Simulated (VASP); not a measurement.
A run of VASP 6.6.1 is set up as follows.

The input INCAR:

```
PREC     = Accurate       # precision mode
ENCUT    = 410            # plane-wave cutoff, eV
EDIFF    = 1E-6           # SCF threshold, eV
ISMEAR   = -1             # smearing method
SIGMA    = 0.05           # smearing width, eV
LREAL    = Auto         
LASPH    = True           # aspherical terms in the spheres
NELM     = 120            # most SCF steps
ALGO     = Normal         # electronic algorithm
ISIF     = 2              # what is computed and relaxed
LWAVE    = False          # write WAVECAR
LCHARG   = False          # write CHGCAR
GGA      = PE             # functional
NBANDS   = 110            # bands
ISYM     = -1           
GGA_COMPAT= False
```

The input KPOINTS:

```
explicit points
1
Reciprocal
  0.25000000   0.25000000   0.25000000 1
```

POSCAR

```
Ge13H7
1.0
    6.8906340000      0.2594100000      0.1123140000
    0.2594100000      7.1389950000      0.0092880000
    0.1123140000      0.0092880000      7.2079550000
H Ge
7 13
Direct
    0.2799644534      0.4732969521      0.9362453137
    0.5656046302      0.9155612682      0.0227376487
    0.9275094984      0.0484449814      0.0338373008
    0.6644364721      1.0074920738      0.7121724394
    0.1648494471      0.6241420895      0.7019970390
    0.3156485369      0.9275793850      0.8144941100
    0.8185768744      0.0883784807      0.0627089788
    0.0716847100      0.3420412917      0.9552323681
    0.4424127191      0.1154962700      0.9579481460
    0.1168957354      0.2906417800      0.5798732777
    0.9731509467      0.5107332174      0.3197704251
    0.5485899726      0.7230645744      0.3745579491
    0.7858521932      0.8133229718      0.6545492658
    0.7135236509      0.5292350692      0.9242374251
    0.2289124415      0.8261474559      0.1340726559
    0.6833119237      0.3031274072      0.3499149283
    1.0305599322      0.9648570585      0.4269736839
    0.4979191283      0.3491402178      0.6616633840
    0.3782242695      0.4594829967      0.1738830835
    0.2837491580      0.8086341650      0.6237478457
```

Potentials or basis: VASP PAW PBE potentials, release 64 (H, Ge_d).

Run with:

```console
$ cat potpaw_PBE.64/H/POTCAR potpaw_PBE.64/Ge_d/POTCAR > POTCAR
$ mpirun -np 1 vasp_std > vasp.out
```

Q: Estimate the band gap on the k mesh.

A: Zero (an odd number of electrons rules out a gap without spin polarisation).

Q: Estimate the largest force.

A: 1.570 eV/Å.

Q: Estimate the pressure.

A: -2.4 GPa.

Stress tensor (GPa, compression positive):
```
-2.59 -0.84  0.91
-0.84 -2.69  2.28
 0.91  2.28 -1.88
```

Caveat: the atoms stand as in a frame of molecular dynamics.
